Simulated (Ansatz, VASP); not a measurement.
## NaH: VASP beside Ansatz

```
Na H
1.0
     0.00000    2.41556    2.41556
     2.41556    0.00000    2.41556
     2.41556    2.41556    0.00000
Na H
1 1
Direct
  0.00000 0.00000 0.00000
  0.50000 0.50000 0.50000
```

Alike in both runs: task electric field gradients; functional PBE; k mesh 12 × 12 × 12; occupations fermi-dirac, width 0.08 eV; no spin polarisation.

```csv
,VASP,Ansatz
version,VASP 6.6.1,Ansatz 0.2.0
potentials or method,"VASP PAW PBE potentials, release 64 (Na_pv, H)","PAW with Ansatz's default frozen-core files, scalar-relativistic"
plane-wave cutoff (eV),520,420
valence electrons in the cell,8,10
```

```csv
,VASP,Ansatz,Ansatz less VASP
gap on the k mesh at the Fermi level (eV),3.76,3.76,+0.002
pressure (GPa),0.0,0.0,+0.03
```

The functional is the same, so the differences come from potentials, cutoffs and numerics. VASP's potentials hold 8 valence electrons a cell and Ansatz's 10, so a difference there can come from the potentials and not from the codes.
